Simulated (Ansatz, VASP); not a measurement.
## Hf: VASP beside Ansatz

The input POSCAR:

```
Hf
1.0
    0.0000000000      2.3976000000      2.0424000000
    2.3976000000      0.0000000000      2.0424000000
    2.3976000000      2.3976000000      0.0000000000
Hf
1
Direct
    0.0000000000      0.0000000000      0.0000000000
```

File INCAR.step1:

```
SYSTEM = Hf
PREC = Accurate
ENCUT = 520
ISMEAR = 0
SIGMA = 0.15
LREAL = .FALSE.
LASPH = .TRUE.
NELM = 100
NBANDS = 11
GGA = PE
ALGO = Normal
EDIFF = 1E-4
LWAVE = .TRUE.
LCHARG = .FALSE.
```

INCAR.step2

```
SYSTEM = Hf
PREC = Accurate
ENCUT = 520
EDIFF = 1E-6
ISMEAR = 0
SIGMA = 0.15
LREAL = .FALSE.
LASPH = .TRUE.
NELM = 100
ALGO = Normal
ISIF = 2
LWAVE = .FALSE.
LCHARG = .TRUE.
METAGGA = R2SCAN
LMIXTAU = .TRUE.
LELF = .TRUE.
LVHAR = .TRUE.
NBANDS = 11
ISTART = 1
```

The input KPOINTS:

```
regular mesh
0
G
  18 18 18
  0 0 0
```

Input for Ansatz:

```yaml
crystal:
  lattice:
    - [0.0, 2.3976, 2.0424]
    - [2.3976, 0.0, 2.0424]
    - [2.3976, 2.3976, 0.0]
  atoms:
    - { symbol: Hf, position: [0.0, 0.0, 0.0] }
basis:
  ecutwfc: 500
kpoints:
  mp_grid: { grid: [18, 18, 18] }
hamiltonian:
  xc: r2scan
scf:
  occupations: { method: gaussian, width: 0.15 }
output:
  forces: true
  stress: true
  eigenvalues: true
```

Change from the starting cell: strain +0.080 along x and y, -0.080 along z, atoms carried along.

Alike in both runs: task single point; functional r2SCAN; k mesh 18 × 18 × 18; occupations gaussian, width 0.15 eV; no spin polarisation.

|  | VASP | Ansatz |
| --- | --- | --- |
| version | VASP 6.6.1 | Ansatz 0.2.0 |
| potentials or method | VASP PAW PBE potentials, release 64 (Hf_pv), cutoff 520 eV | scalar-relativistic, plane waves, PAW |
| valence electrons in the cell | 10 | 26 |

```tsv
	VASP	Ansatz	Ansatz less VASP
gap on the k mesh at the Fermi level (eV)	none	none	-
pressure (GPa)	-5.0	-4.5	+0.53
traceless stress, the component that is largest in VASP (GPa)	3.79	3.76	-0.026
```

VASP's potentials were made for PBE, not for r2SCAN. A gap of «none» marks a metal or a gap that the smearing closes. VASP's potentials hold 10 valence electrons a cell and Ansatz's 26, so a difference there can come from the potentials and not from the codes.

Neither program's run includes spin-orbit coupling.
